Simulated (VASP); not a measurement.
# C (P-1) in VASP: a series of runs

C is run at these levels: PBEsol+D3(BJ); tasks: single point.

All numbers are computed with VASP 6.6.1; they aren't measurements. Logs are shortened: lines on timing, memory, paths and dates and some standing lists are left out, and cuts for length are marked.

**1. The cell of the first run**

The typed cell holds 2 atoms: a = 3.517 Å, b = 3.517 Å, c = 3.517 Å, α = 40.20°, β = 40.20°, γ = 40.20°.

**2. Single point, PBEsol+D3(BJ) (atoms displaced along a vibrational mode, the cell strained)**

The input, INCAR:

```
SYSTEM = C
ALGO = Normal
EDIFF = 1E-6
ENCUT = 520
GGA = PS
ISIF = 2
ISMEAR = 0
IVDW = 12
LASPH = .True.
LCHARG = .False.
LREAL = .False.
LWAVE = .False.
NBANDS = 11
NELM = 80
PREC = Accurate
SIGMA = 0.05
```

The input, KPOINTS:

```
k-points
0
Gamma
  15 15 15
  0 0 0
```

The input, POSCAR:

```
C
1.0
    1.2085210405      0.6977399481      3.2281429160
   -1.2085210405      0.6977399481      3.2281429160
    0.0000000000     -1.3954798961      3.2281429160
C
2
Direct
    0.1421744425      0.1909927899      0.1665836162
    0.8578255575      0.8090072101      0.8334163838
```

Potentials or basis: VASP PAW PBE potentials, release 64 (C).

Run with:

```bash
$ cat potpaw_PBE.64/C/POTCAR > POTCAR
$ mpirun -np 1 vasp_std > vasp.out
```

OUTCAR:

```text
SYSTEM = C
   EDIFF = 1E-6
   ENCUT = 520
   GGA = PS
   ISIF = 2
   ISMEAR = 0
   IVDW = 12
   LASPH = .True.
   LREAL = .False.
   NELM = 80
   PREC = Accurate
 IVDW          = 12

 ion  position               nearest neighbor table
   1  0.142  0.191  0.167-   2 1.29   2 1.40   2 1.50
   2  0.858  0.809  0.833-   1 1.29   1 1.40   1 1.50

  LATTYP: Found a trigonal (rhomboedric) cell.
 ALAT       =     3.5168552468
 COS(alpha) =     0.7638274378

  Lattice vectors:

 A1 = (   1.2085210405,   0.6977399481,   3.2281429160)
 A2 = (  -1.2085210405,   0.6977399481,   3.2281429160)
 A3 = (   0.0000000000,  -1.3954798961,   3.2281429160)

Analysis of symmetry for initial positions (statically):
=====================================================================
 Subroutine PRICEL returns:
 Original cell was already a primitive cell.

 Routine SETGRP: Setting up the symmetry group for a
 trigonal (rhombohedral) supercell.

 Subroutine GETGRP returns: Found  2 space group operations
 (whereof  2 operations were pure point group operations)
 out of a pool of 12 trial point group operations.

The static configuration has the point symmetry S_2 .

Analysis of symmetry for dynamics (positions and initial velocities):
=====================================================================
 Subroutine PRICEL returns:
 Original cell was already a primitive cell.

 Routine SETGRP: Setting up the symmetry group for a
 trigonal (rhombohedral) supercell.

 Subroutine GETGRP returns: Found  2 space group operations
 (whereof  2 operations were pure point group operations)
 out of a pool of 12 trial point group operations.

The dynamic configuration has the point symmetry S_2 .

 Subroutine INISYM returns: Found  2 space group operations
 (whereof  2 operations are pure point group operations),
 and found     1 'primitive' translations

----------------------------------------------------------------------------------------

                                     Primitive cell

  volume of cell :      16.3325

  direct lattice vectors                    reciprocal lattice vectors
     1.208521040  0.697739948  3.228142916     0.413728833  0.238866453  0.103258543
    -1.208521040  0.697739948  3.228142916    -0.413728833  0.238866453  0.103258543
     0.000000000 -1.395479896  3.228142916     0.000000000 -0.477732906  0.103258543

  length of vectors
     3.516855247  3.516855247  3.516855247     0.488764827  0.488764827  0.488764827

  position of ions in fractional coordinates (direct lattice)
     0.142174442  0.190992790  0.166583616
     0.857825557  0.809007210  0.833416384

  ion indices of the primitive-cell ions
   primitive index   ion index
                 1           1
                 2           2

----------------------------------------------------------------------------------------

 KPOINTS: k-points

Automatic generation of k-mesh.
 Grid dimensions read from file:
 generate k-points for:   15   15   15

 Generating k-lattice:

  Cartesian coordinates                     Fractional coordinates (reciprocal lattice)
     0.027581922  0.015924430  0.006883903     0.066666667  0.000000000 -0.000000000
    -0.027581922  0.015924430  0.006883903     0.000000000  0.066666667 -0.000000000
     0.000000000 -0.031848860  0.006883903    -0.000000000 -0.000000000  0.066666667

  Length of vectors
     0.032584322  0.032584322  0.032584322

  Shift w.r.t. Gamma in fractional coordinates (k-lattice)
     0.000000000  0.000000000  0.000000000

 Subroutine IBZKPT returns following result:
 ===========================================

 Found   1688 irreducible k-points:

 Following reciprocal coordinates:
            Coordinates               Weight
  0.000000  0.000000  0.000000      1.000000
  0.066667 -0.000000  0.000000      2.000000
 -0.000000  0.066667  0.000000      2.000000
  0.000000  0.000000  0.066667      2.000000
  0.133333 -0.000000  0.000000      2.000000
 -0.000000  0.133333  0.000000      2.000000
[... 16 lines left out ...]
  0.066667  0.066667  0.000000      2.000000
 -0.066667  0.000000 -0.066667      2.000000
 [... further k-points ...]
   k-points           NKPTS =   1688   k-points in BZ     NKDIM =   1688   number of bands    NBANDS=     11
   number of dos      NEDOS =    301   number of ions     NIONS =      2
   total plane-waves  NPLWV =  21952
   dimension x,y,z NGX =    28 NGY =   28 NGZ =   28
   dimension x,y,z NGXF=    56 NGYF=   56 NGZF=   56
   ions per type =               2
   NGX,Y,Z   is equivalent  to a cutoff of  13.24, 13.24, 13.24 a.u.
   NGXF,Y,Z  is equivalent  to a cutoff of  26.47, 26.47, 26.47 a.u.
 SYSTEM =  C
   PREC   = accura    normal or accurate (medium, high low for compatibility)
   ISTART =      0    job   : 0-new  1-cont  2-samecut
   ICHARG =      2    charge: 1-file 2-atom 10-const
   ISPIN  =      1    spin polarized calculation?
   LNONCOLLINEAR =      F non collinear calculations
   LSORBIT =      F    spin-orbit coupling
   LASPH  =      T    aspherical Exc in radial PAW
   ENCUT  =  520.0 eV  38.22 Ry    6.18 a.u.   6.54  6.54  6.54*2*pi/ulx,y,z
   NELM   =     80;   NELMIN=  2; NELMDL= -5     # of ELM steps
   EDIFF  = 0.1E-05   stopping-criterion for ELM
   LREAL  =      F    real-space projection
   EDIFFG = 0.1E-04   stopping-criterion for IOM
   NSW    =      0    number of steps for IOM
   IBRION =     -1    ionic relax: 0-MD 1-quasi-New 2-CG
   NFREE  =      0    steps in history (QN), initial steepest desc. (CG)
   ISIF   =      2    stress and relaxation
   ISYM   =      2    0-nonsym 1-usesym 2-fastsym
   POTIM  = 0.5000    time-step for ionic-motion
   TEBEG  =    0.0;   TEEND  =   0.0 temperature during run
   PSTRESS=    0.0 pullay stress
   NELECT =       8.0000    total number of electrons
   NUPDOWN=      -1.0000    fix difference up-down
   EMIN   =  10.00;   EMAX   =-10.00  energy-range for DOS
   EFERMI =   0.00;   METHOD = LEGACY
   ISMEAR =     0;   SIGMA  =   0.05  broadening in eV -4-tet -1-fermi 0-gaus
   EFERMI_NEDOS =   21; number of points for ismear=-14 and -15
   IALGO  =     38    algorithm
   IMIX   =      4    mixing-type and parameters
     AMIX     =   0.40;   BMIX     =  1.00
     AMIX_MAG =   1.60;   BMIX_MAG =  1.00
  volume/ion in A,a.u.               =       8.17        55.11
  Fermi-wavevector in a.u.,A,eV,Ry     =   1.290489  2.438670 22.658615  1.665361
  Thomas-Fermi vector in A             =   2.422317
   LORBIT       =      0    0 simple, 1 ext, 2 COOP (PROOUT), +10 PAW based schemes
   GGA     = PS    functional components
   LHFCALC =     F    Hartree Fock is set to
   AEXX    =    0.0000 exact exchange contribution
   IVDW    =    12    specifies the selected vdW correction
   LEPSILON=     F    determine dielectric tensor
   LRPA    =     F    only Hartree local field effects (RPA)
 non-spin polarized calculation
 Gauss-broadening in eV      SIGMA  =   0.05
  energy-cutoff  :      520.00
  volume of cell :       16.33
 maximum number of plane-waves:       456
   NGX = 13   NGY = 13   NGZ = 13

 number of electron       8.0000000 magnetization

 Free energy of the ion-electron system (eV)
  ---------------------------------------------------
  ext. energy  EPLUGINS =         0.00000000
  ---------------------------------------------------
  free energy    TOTEN  =       -18.79577543 eV

  energy without entropy =      -18.79575859  energy(sigma->0) =      -18.79576701

 E-fermi :   5.2498     XC(G=0): -10.9276

 val. band max:        5.2019895218   @ k =  -0.0000  -0.3333   0.2667
 cond. band min:       5.2946713768   @ k =   0.2000  -0.1333   0.4667
 fundamental gap:      0.0926818549
 Fermi energy:         5.2497761079

 k-point     1 :       0.0000    0.0000    0.0000
  band No.  band energies     occupation
      1     -14.8477      2.00000
      2      -1.5006      2.00000
      3       0.6146      2.00000
      4       4.3377      2.00000
      5       9.4711      0.00000
      6      11.6833      0.00000
      7      16.3547      0.00000
      8      17.5000      0.00000
      9      19.6221      0.00000
     10      28.4369      0.00000
     11      31.6227      0.00000

 k-point     2 :       0.0667   -0.0000    0.0000
  band No.  band energies     occupation
      1     -14.7348      2.00000
      2      -1.3954      2.00000
      3       0.4400      2.00000
      4       3.7395      2.00000
      5       9.6102      0.00000
      6      11.9990      0.00000
      7      16.7824      0.00000
      8      17.1466      0.00000
      9      19.7213      0.00000
     10      28.7906      0.00000
     11      30.3314      0.00000

 k-point     3 :      -0.0000    0.0667    0.0000
  band No.  band energies     occupation
      1     -14.7383      2.00000
      2      -1.3848      2.00000
      3       0.2993      2.00000
      4       3.9380      2.00000
      5       9.6286      0.00000
      6      12.2299      0.00000
      7      16.2925      0.00000
      8      17.0341      0.00000
      9      19.8333      0.00000
     10      28.8825      0.00000
     11      31.3163      0.00000

 k-point     4 :       0.0000    0.0000    0.0667
  band No.  band energies     occupation
      1     -14.7366      2.00000
      2      -1.3896      2.00000
      3       0.3404      2.00000
      4       3.9281      2.00000
      5       9.6230      0.00000
      6      11.8858      0.00000
      7      16.7437      0.00000
      8      17.0976      0.00000
      9      19.7478      0.00000
     10      28.8184      0.00000
     11      30.5512      0.00000

 k-point     5 :       0.1333   -0.0000    0.0000
  band No.  band energies     occupation
      1     -14.3973      2.00000
      2      -1.0826      2.00000
      3      -0.0427      2.00000
      4       2.2949      2.00000
      5      10.0586      0.00000
      6      12.5979      0.00000
      7      16.1585      0.00000
      8      17.9763      0.00000
      9      20.0840      0.00000
     10      27.9013      0.00000
     11      29.8375      0.00000
[... 211 lines left out ...]
 k-point    21 :      -0.0000    0.4667    0.0000
  band No.  band energies     occupation
      1      -9.7340      2.00000
      2      -8.2181      2.00000
      3      -0.4557      2.00000
      4       3.7887      2.00000
      5       6.4719      0.00000
      6      13.6476      0.00000
      7      16.6892      0.00000
      8      18.4558      0.00000
      9      25.0175      0.00000
     10      25.4070      0.00000
     11      25.7690      0.00000

 k-point    22 :       0.0000    0.0000    0.4667
  band No.  band energies     occupation
      1      -9.7262      2.00000
      2      -7.8999      2.00000
      3      -0.8730      2.00000
      4       3.0290      2.00000
      5       7.6307      0.00000
      6      12.7399      0.00000
      7      16.7529      0.00000
      8      18.6356      0.00000
      9      24.3079      0.00000
     10      25.7423      0.00000
     11      27.2539      0.00000

 k-point    23 :       0.0667    0.0667    0.0000
  band No.  band energies     occupation
      1     -14.7313      2.00000
      2      -1.4333      2.00000
      3       0.3405      2.00000
      4       3.9285      2.00000
      5       9.7052      0.00000
      6      11.8826      0.00000
      7      16.7553      0.00000
      8      17.0916      0.00000
      9      19.7370      0.00000
     10      28.8143      0.00000
     11      30.4740      0.00000

 k-point    24 :      -0.0667    0.0000   -0.0667
  band No.  band energies     occupation
      1     -14.7329      2.00000
      2      -1.4283      2.00000
      3       0.3029      2.00000
      4       3.9319      2.00000
      5       9.7107      0.00000
      6      12.2329      0.00000
      7      16.2747      0.00000
      8      17.0317      0.00000
      9      19.8597      0.00000
     10      28.8421      0.00000
     11      31.3152      0.00000

 [... further k-points ...]

------------------------ aborting loop because EDIFF is reached ----------------------------------------

 Edisp (eV)   -0.22737

 E8    (eV) :    -0.1106

  FORCE on cell =-STRESS in cart. coord.  units (eV):
  Direction    XX          YY          ZZ          XY          YZ          ZX
  --------------------------------------------------------------------------------------
  -------------------------------------------------------------------------------------
  Total       4.02168     3.63764     0.05805    -2.16103     0.00302    -0.00789
  in kB     394.51791   356.84360     5.69488  -211.99247     0.29608    -0.77370
  external pressure =      252.35 kB  Pullay stress =        0.00 kB

 VOLUME and BASIS-vectors are now :
 -----------------------------------------------------------------------------
  energy-cutoff  :      520.00
  volume of cell :       16.33
      direct lattice vectors                 reciprocal lattice vectors
     1.208521040  0.697739948  3.228142916     0.413728833  0.238866453  0.103258543
    -1.208521040  0.697739948  3.228142916    -0.413728833  0.238866453  0.103258543
     0.000000000 -1.395479896  3.228142916     0.000000000 -0.477732906  0.103258543

 POSITION                                       TOTAL-FORCE (eV/Angst)
 -----------------------------------------------------------------------------------
     -0.05900      0.00000      1.61327         7.379024     -1.151754     -0.001116
      0.05900      0.00000      8.07116        -7.379024      1.151754      0.001116
 -----------------------------------------------------------------------------------
    total drift:                               -0.000000     -0.000000      0.000000

  FREE ENERGIE OF THE ION-ELECTRON SYSTEM (eV)
  ---------------------------------------------------
  free  energy   TOTEN  =       -19.0231432432 eV

  energy  without entropy=      -19.0231264007  energy(sigma->0) =      -19.02313482
```

It took 6.1 min on 1 thread of Intel Xeon Platinum 8488C (Sapphire Rapids), shared host; peak memory 0.37 GiB.

Results:

```yaml
Free_energy: -19.0231 eV
Pressure: 25.2 GPa
Largest_force: 7.468 eV/Å
Dispersion_energy_per_atom: -0.114 eV
```

Forces in eV/Å, atoms in the order of the input:
```
C    7.379 -1.152 -0.001
C   -7.379  1.152  0.001
```

Stress tensor (GPa, compression positive):
```
 39.45 -21.20  -0.08
-21.20  35.68   0.03
 -0.08   0.03   0.57
```

Caveat: the cell differs from its parent crystal (atoms displaced along a vibrational mode, the cell strained); the cell stands under pressure; the PAW data sets were made with another functional, which shifts forces and pressure a little.

(Part 1 of 2 ends here.)
